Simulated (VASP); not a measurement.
Zn4SeS3: single point with PBE

Zn4SeS3:

```
Zn Se S
1.0
     5.51746    0.00002    0.00007
     0.00003    5.51650    0.00051
    -2.75868   -2.75777    5.51300
Zn Se S
4 1 3
Cartesian
  4.1831 1.3344 1.4142
  -1.4240 -1.4239 4.0998
  1.3347 4.1827 1.4140
  1.4244 1.4244 4.0992
  2.7588 2.7584 0.0003
  -0.0001 2.7586 2.7568
  2.7587 0.0000 2.7568
  -0.0004 -0.0001 0.0000
```

```json
{
 "Program": "VASP 6.6.1",
 "Task": "single point",
 "Functional": "PBE",
 "Potentials or basis": "VASP PAW PBE potentials, release 64 (Zn, Se, S)",
 "Cutoff": "520 eV",
 "k mesh": "4 × 4 × 4",
 "Occupations": "gaussian, width 0.1 eV",
 "Spin": "no spin polarisation"
}
```

```yaml
Pressure: 0.1 GPa
Largest_force: 0.007 eV/Å
Band_gap_on_the_k_mesh: 1.76 eV
```

Forces in eV/Å, atoms in the order of the input:
```
Zn   0.002 -0.003  0.004
Zn  -0.003 -0.001 -0.006
Zn  -0.004  0.001  0.006
Zn   0.003  0.003 -0.004
Se   0.000 -0.001  0.000
S    0.001  0.000  0.000
S    0.001  0.001  0.000
S    0.001  0.000  0.000
```

Levels at points of the mesh, in eV from the valence-band top:
```csv
k point,band 34,band 35,band 36,band 37,band 38,band 39
"(0.00, 0.00, 0.00)",0.00,0.00,0.00,1.76,3.34,3.88
"(0.50, 0.00, 0.00)",-1.52,-1.02,-0.72,4.44,4.44,4.93
"(0.50, 0.00, 0.50)",-1.52,-1.02,-0.72,4.44,4.44,4.93
"(0.00, 0.50, 0.00)",-1.52,-1.02,-0.72,4.44,4.44,4.93
"(0.50, 0.50, 0.00)",-0.79,-0.66,-0.59,2.99,3.11,4.46
"(0.50, 0.50, 0.50)",-0.79,-0.66,-0.59,2.99,3.11,4.46
"(0.00, 0.00, 0.50)",-1.37,-0.99,-0.99,3.19,3.46,3.90
"(0.00, 0.50, 0.50)",-1.52,-1.02,-0.72,4.43,4.44,4.93
```

Run time: 4.1 min on 1 thread of AMD EPYC 7R13 Processor (Zen 3), with other jobs on the host, peak memory 0.39 GiB.
